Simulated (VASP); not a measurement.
# RbAu2 (P6/mmm) in VASP: notebook

The runs below take RbAu2 through single point, relaxation of cell and atoms, with PBE.

All numbers are computed with VASP 6.6.1; they aren't measurements. Logs are shortened: lines on timing, memory, paths and dates and some standing lists are left out, and cuts for length are marked.

## (1) The cell of the first run

Symmetry: P6/mmm, No. 191, hexagonal system. Conventional cell: a = 4.724 Å, b = 4.724 Å, c = 4.986 Å, α = 90.00°, β = 90.00°, γ = 120.00°. Within 5.0 Å of Rb (site symmetry 6/mmm) lie 12 Au at 3.70 Å and 8 Rb at 4.72 to 4.99 Å. Within 3.7 Å of Au (site symmetry -6m2) lie 3 Au at 2.73 Å and 6 Rb at 3.70 Å.

The cell was generated, and may not be a known phase.

## (2) Single point, PBE

Input file INCAR:

```
ALGO = Normal ; EDIFF = 1E-7
ENCUT = 520 ; GGA = PE
ISIF = 2 ; ISMEAR = 0
LASPH = True ; LCHARG = False
LREAL = False ; LWAVE = False
NBANDS = 22 ; NELM = 60
PREC = Accurate ; SIGMA = 0.1
```

Input file KPOINTS:

```
k-points
0
Gamma
  6 6 4
```

Input file POSCAR:

```
RbAu2
1.0
    4.7241553000      0.0000000000      0.0000000000
   -2.3620776000      4.0912385000      0.0000000000
    0.0000000000      0.0000000000      4.9861862000
Rb Au
1 2
Direct
    0.0000000000      0.0000000000      0.5000000000
    0.3333333000      0.6666667000      0.0000000000
    0.6666667000      0.3333333000      0.0000000000
```

Potentials or basis: VASP PAW PBE potentials, release 64 (Rb_sv, Au).

The run is started by

```sh
cat potpaw_PBE.64/Rb_sv/POTCAR potpaw_PBE.64/Au/POTCAR > POTCAR
mpirun -np 1 vasp_std > vasp.out
```

OUTCAR:

```text
EDIFF = 1E-7
   ENCUT = 520
   GGA = PE
   ISIF = 2
   ISMEAR = 0
   LASPH = True
   LREAL = False
   NELM = 60
   PREC = Accurate

 ion  position               nearest neighbor table
   1  0.000  0.000  0.500-   2 3.70   3 3.70   2 3.70   3 3.70   2 3.70   2 3.70   3 3.70   3 3.70
                             3 3.70   3 3.70   2 3.70   2 3.70
   2  0.333  0.667  0.000-   3 2.73   3 2.73   3 2.73   1 3.70   1 3.70   1 3.70   1 3.70   1 3.70
                             1 3.70
   3  0.667  0.333  0.000-   2 2.73   2 2.73   2 2.73   1 3.70   1 3.70   1 3.70   1 3.70   1 3.70
                             1 3.70

  LATTYP: Found a hexagonal cell.
 ALAT       =     4.7241553000
 C/A-ratio  =     1.0554661910

  Lattice vectors:

 A1 = (   4.7241553000,   0.0000000000,   0.0000000000)
 A2 = (  -2.3620776000,   4.0912385000,   0.0000000000)
 A3 = (   0.0000000000,   0.0000000000,   4.9861862000)

Analysis of symmetry for initial positions (statically):
=====================================================================
 Subroutine PRICEL returns:
 Original cell was already a primitive cell.

 Routine SETGRP: Setting up the symmetry group for a
 hexagonal supercell.

 Subroutine GETGRP returns: Found 24 space group operations
 (whereof 24 operations were pure point group operations)
 out of a pool of 24 trial point group operations.

The static configuration has the point symmetry D_6h.

Analysis of symmetry for dynamics (positions and initial velocities):
=====================================================================
 Subroutine PRICEL returns:
 Original cell was already a primitive cell.

 Routine SETGRP: Setting up the symmetry group for a
 hexagonal supercell.

 Subroutine GETGRP returns: Found 24 space group operations
 (whereof 24 operations were pure point group operations)
 out of a pool of 24 trial point group operations.

The dynamic configuration has the point symmetry D_6h.

 Subroutine INISYM returns: Found 24 space group operations
 (whereof 24 operations are pure point group operations),
 and found     1 'primitive' translations

----------------------------------------------------------------------------------------

                                     Primitive cell

  volume of cell :      96.3712

  direct lattice vectors                    reciprocal lattice vectors
     4.724155300  0.000000000  0.000000000     0.211678054  0.122212379  0.000000000
    -2.362077600  4.091238500  0.000000000     0.000000000  0.244424763  0.000000000
     0.000000000  0.000000000  4.986186200     0.000000000  0.000000000  0.200554083

  length of vectors
     4.724155300  4.724155274  4.986186200     0.244424761  0.244424763  0.200554083

  position of ions in fractional coordinates (direct lattice)
     0.000000000  0.000000000  0.500000000
     0.333333300  0.666666700  0.000000000
     0.666666700  0.333333300  0.000000000

  ion indices of the primitive-cell ions
   primitive index   ion index
                 1           1
                 2           2
                 3           3

----------------------------------------------------------------------------------------

 KPOINTS: k-points

Automatic generation of k-mesh.
 Grid dimensions read from file:
 generate k-points for:    6    6    4

 Generating k-lattice:

  Cartesian coordinates                     Fractional coordinates (reciprocal lattice)
     0.035279676  0.020368730  0.000000000     0.166666667  0.000000000  0.000000000
     0.000000000  0.040737460  0.000000000     0.000000000  0.166666667  0.000000000
     0.000000000  0.000000000  0.050138521     0.000000000  0.000000000  0.250000000

  Length of vectors
     0.040737460  0.040737460  0.050138521

  Shift w.r.t. Gamma in fractional coordinates (k-lattice)
     0.000000000  0.000000000  0.000000000

 Subroutine IBZKPT returns following result:
 ===========================================

 Found     21 irreducible k-points:

 Following reciprocal coordinates:
            Coordinates               Weight
  0.000000  0.000000  0.000000      1.000000
  0.166667  0.000000  0.000000      6.000000
  0.333333  0.000000  0.000000      6.000000
  0.500000  0.000000  0.000000      3.000000
  0.166667  0.166667  0.000000      6.000000
  0.333333  0.166667  0.000000     12.000000
[... 13 lines left out ...]
  0.333333  0.166667  0.500000     12.000000
  0.333333  0.333333  0.500000      2.000000
   k-points           NKPTS =     21   k-points in BZ     NKDIM =     21   number of bands    NBANDS=     22
   number of dos      NEDOS =    301   number of ions     NIONS =      3
   total plane-waves  NPLWV =  51840
   dimension x,y,z NGX =    36 NGY =   36 NGZ =   40
   dimension x,y,z NGXF=    72 NGYF=   72 NGZF=   80
   ions per type =               1   2
   NGX,Y,Z   is equivalent  to a cutoff of  12.67, 12.67, 13.34 a.u.
   NGXF,Y,Z  is equivalent  to a cutoff of  25.34, 25.34, 26.67 a.u.
 SYSTEM =  unknown system
   PREC   = accura    normal or accurate (medium, high low for compatibility)
   ISTART =      0    job   : 0-new  1-cont  2-samecut
   ICHARG =      2    charge: 1-file 2-atom 10-const
   ISPIN  =      1    spin polarized calculation?
   LNONCOLLINEAR =      F non collinear calculations
   LSORBIT =      F    spin-orbit coupling
   LASPH  =      T    aspherical Exc in radial PAW
   ENCUT  =  520.0 eV  38.22 Ry    6.18 a.u.   8.78  8.78  9.27*2*pi/ulx,y,z
   NELM   =     60;   NELMIN=  2; NELMDL= -5     # of ELM steps
   EDIFF  = 0.1E-06   stopping-criterion for ELM
   LREAL  =      F    real-space projection
   EDIFFG = 0.1E-05   stopping-criterion for IOM
   NSW    =      0    number of steps for IOM
   IBRION =     -1    ionic relax: 0-MD 1-quasi-New 2-CG
   NFREE  =      0    steps in history (QN), initial steepest desc. (CG)
   ISIF   =      2    stress and relaxation
   ISYM   =      2    0-nonsym 1-usesym 2-fastsym
   POTIM  = 0.5000    time-step for ionic-motion
   TEBEG  =    0.0;   TEEND  =   0.0 temperature during run
   PSTRESS=    0.0 pullay stress
   NELECT =      31.0000    total number of electrons
   NUPDOWN=      -1.0000    fix difference up-down
   EMIN   =  10.00;   EMAX   =-10.00  energy-range for DOS
   EFERMI =   0.00;   METHOD = LEGACY
   ISMEAR =     0;   SIGMA  =   0.10  broadening in eV -4-tet -1-fermi 0-gaus
   EFERMI_NEDOS =   21; number of points for ismear=-14 and -15
   IALGO  =     38    algorithm
   IMIX   =      4    mixing-type and parameters
     AMIX     =   0.40;   BMIX     =  1.00
     AMIX_MAG =   1.60;   BMIX_MAG =  1.00
  volume/ion in A,a.u.               =      32.12       216.78
  Fermi-wavevector in a.u.,A,eV,Ry     =   1.121707  2.119720 17.119224  1.258227
  Thomas-Fermi vector in A             =   2.258363
   LORBIT       =      0    0 simple, 1 ext, 2 COOP (PROOUT), +10 PAW based schemes
   GGA     = PE    functional components
   LHFCALC =     F    Hartree Fock is set to
   AEXX    =    0.0000 exact exchange contribution
   IVDW    =     0    specifies the selected vdW correction
   LEPSILON=     F    determine dielectric tensor
   LRPA    =     F    only Hartree local field effects (RPA)
 non-spin polarized calculation
 Gauss-broadening in eV      SIGMA  =   0.10
  energy-cutoff  :      520.00
  volume of cell :       96.37
 maximum number of plane-waves:      2634
 NGX is ok and might be reduce to    36
   NGX = 17   NGY = 17   NGZ = 19

 number of electron      31.0000003 magnetization

 Free energy of the ion-electron system (eV)
  ---------------------------------------------------
  ext. energy  EPLUGINS =         0.00000000
  ---------------------------------------------------
  free energy    TOTEN  =        -8.09911333 eV

  energy without entropy =       -8.09676104  energy(sigma->0) =       -8.09793719

 E-fermi :   2.6998     XC(G=0):  -8.7390

 val. band max:        2.1735424106   @ k =   0.3333   0.1667   0.5000
 cond. band min:       2.6998068652   @ k =   0.1667   0.0000   0.5000
 fundamental gap:      0.5262644547
 Fermi energy:         2.6997958250

 k-point     1 :       0.0000    0.0000    0.0000
  band No.  band energies     occupation
      1     -24.2931      2.00000
      2      -8.3910      2.00000
      3      -8.3910      2.00000
      4      -8.3614      2.00000
      5      -3.1922      2.00000
      6      -1.1433      2.00000
[... 14 lines left out ...]
     21       9.6379      0.00000
     22      10.1419      0.00000

 k-point     2 :       0.1667    0.0000    0.0000
  band No.  band energies     occupation
      1     -24.2912      2.00000
      2      -8.4408      2.00000
      3      -8.3997      2.00000
      4      -8.3580      2.00000
      5      -2.9281      2.00000
      6      -1.4307      2.00000
[... 14 lines left out ...]
     21       9.3268      0.00000
     22      10.1296      0.00000

 k-point     3 :       0.3333    0.0000    0.0000
  band No.  band energies     occupation
      1     -24.2875      2.00000
      2      -8.5344      2.00000
      3      -8.4169      2.00000
      4      -8.3514      2.00000
      5      -2.3424      2.00000
      6      -1.8231      2.00000
[... 14 lines left out ...]
     21       9.8295      0.00000
     22       9.8864      0.00000

 k-point     4 :       0.5000    0.0000    0.0000
  band No.  band energies     occupation
      1     -24.2856      2.00000
      2      -8.5787      2.00000
      3      -8.4254      2.00000
      4      -8.3482      2.00000
      5      -2.1143      2.00000
      6      -1.8728      2.00000
[... 14 lines left out ...]
     21       9.2347      0.00000
     22       9.8841      0.00000

 k-point     5 :       0.1667    0.1667    0.0000
  band No.  band energies     occupation
      1     -24.2884      2.00000
      2      -8.5024      2.00000
      3      -8.4221      2.00000
      4      -8.3530      2.00000
      5      -2.4997      2.00000
      6      -1.7925      2.00000
[... 342 lines left out ...]
 k-point    19 :       0.1667    0.1667    0.5000
  band No.  band energies     occupation
      1     -24.2865      2.00000
      2      -8.4776      2.00000
      3      -8.4510      2.00000
      4      -8.4194      2.00000
      5      -2.4332      2.00000
      6      -1.7128      2.00000
[... 14 lines left out ...]
     21       9.5946      0.00000
     22      10.0781      0.00000

 k-point    20 :       0.3333    0.1667    0.5000
  band No.  band energies     occupation
      1     -24.2839      2.00000
      2      -8.5236      2.00000
      3      -8.4480      2.00000
      4      -8.4220      2.00000
      5      -2.1796      2.00000
      6      -1.8902      2.00000
[... 14 lines left out ...]
     21       9.8247      0.00000
     22      10.3993      0.00000

 k-point    21 :       0.3333    0.3333    0.5000
  band No.  band energies     occupation
      1     -24.2830      2.00000
      2      -8.4984      2.00000
      3      -8.4984      2.00000
      4      -8.4138      2.00000
      5      -2.1867      2.00000
      6      -1.7688      2.00000
[... 14 lines left out ...]
     21      10.5614      0.00000
     22      10.8466      0.00000

------------------------ aborting loop because EDIFF is reached ----------------------------------------

  FORCE on cell =-STRESS in cart. coord.  units (eV):
  Direction    XX          YY          ZZ          XY          YZ          ZX
  --------------------------------------------------------------------------------------
  -------------------------------------------------------------------------------------
  Total       -0.1156232     -0.1156232     -0.0009901     -0.0000000      0.0000000     -0.0000000
  in kB       -1.9222418     -1.9222418     -0.0164613     -0.0000000      0.0000000     -0.0000000
  external PRESSURE =      -1.2869816 kB  Pullay stress =       0.0000000 kB

 VOLUME and BASIS-vectors are now :
 -----------------------------------------------------------------------------
  energy-cutoff  :      520.00
  volume of cell :       96.37
      direct lattice vectors                 reciprocal lattice vectors
     4.724155300  0.000000000  0.000000000     0.211678054  0.122212379  0.000000000
    -2.362077600  4.091238500  0.000000000     0.000000000  0.244424763  0.000000000
     0.000000000  0.000000000  4.986186200     0.000000000  0.000000000  0.200554083

 POSITION                                       TOTAL-FORCE (eV/Angst)
 -----------------------------------------------------------------------------------
      0.00000      0.00000      2.49309        -0.000000      0.000000      0.000000
     -0.00000      2.72749      0.00000        -0.000000      0.000000     -0.000000
      2.36208      1.36375      0.00000         0.000000     -0.000000      0.000000
 -----------------------------------------------------------------------------------
    total drift:                                0.000000     -0.000000      0.000000

  FREE ENERGIE OF THE ION-ELECTRON SYSTEM (eV)
  ---------------------------------------------------
  free  energy   TOTEN  =        -8.0991133305 eV

  energy  without entropy=       -8.0967610418  energy(sigma->0) =       -8.09793719
```

Wall time 41 s (1 thread of Intel Xeon Platinum 8259CL at 2.50GHz (Skylake/Cascade Lake), shared host); peak memory 0.23 GiB.

What came out:

* Free energy: -8.0991 eV
* Pressure: -0.1 GPa
* Band gap on the k mesh: zero (an odd number of electrons rules out a gap without spin polarisation)

Stress tensor (GPa, compression positive):
```
-0.19  0.00  0.00
 0.00 -0.19  0.00
 0.00  0.00  0.00
```

Caveat: spin-orbit coupling is left out, which moves the levels of the heavy elements.

[end of part 1 of 2]

The gap in the log of VASP goes by the Fermi energy; the results here count the filled bands.